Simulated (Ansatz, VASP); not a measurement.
## Lu in VASP and in Ansatz

File INCAR:

```
SYSTEM = Lu
PREC = Accurate
ENCUT = 600
EDIFF = 1E-6
ISMEAR = -1
SIGMA = 0.1
LREAL = .FALSE.
LASPH = .TRUE.
NELM = 100
ALGO = Normal
ISIF = 3
LWAVE = .FALSE.
LCHARG = .FALSE.
GGA = PS
IBRION = 2
NSW = 80
EDIFFG = -0.01
```

KPOINTS

```
regular mesh
0
G
  11 11 11
  0 0 0
```

File POSCAR:

```
Lu
1.0
    0.0000000000      2.4523337552      2.4523337552
    2.4523337552      0.0000000000      2.4523337552
    2.4523337552      2.4523337552      0.0000000000
Lu
1
Direct
    0.0000000000      0.0000000000      0.0000000000
```

Input for Ansatz:

```yaml
crystal:
  lattice:
    - [0.0, 2.4523337552, 2.4523337552]
    - [2.4523337552, 0.0, 2.4523337552]
    - [2.4523337552, 2.4523337552, 0.0]
  atoms:
    - { symbol: Lu, position: [0.0, 0.0, 0.0] }
hamiltonian:
  xc: pbesol
  pseudopotentials:
    kind: paw
    azcp:
      Lu: "pseudopotentials/Lu.paw.azcp"
basis:
  ecutwfc: 420
  fft_grid_basis: typed
kpoints:
  mp_grid: { grid: [11, 11, 11], shift: [0, 0, 0] }
magnetization:
  spin_polarized: false
scf:
  occupations: { method: fermi_dirac, width: 0.1 }
relax:
  max_steps: 60
  f_tol: 0.01
  cell: {}
```

Alike in both runs: task relaxation of cell and atoms; functional PBEsol; k mesh 11 × 11 × 11; occupations fermi-dirac, width 0.1 eV; no spin polarisation.

|  | VASP | Ansatz |
| --- | --- | --- |
| version | VASP 6.6.1 | Ansatz 0.2.0 |
| potentials or method | VASP PAW PBE potentials, release 64 (Lu), cutoff 600 eV | plane waves (420 eV) with PAW, scalar-relativistic |
| valence electrons in the cell | 25 | 25 |

Ansatz gave:

* relaxed volume (Å³/atom): 27.26
* relaxed cell length with the largest relative difference (Å): 3.378

Q: Which values does VASP return?

A: Relaxed volume (Å³/atom): 27.42; relaxed cell length with the largest relative difference (Å): 3.385.

VASP's potentials were made for PBE, not for PBEsol, and Ansatz warns of the same on its side.

Neither program's run includes spin-orbit coupling.
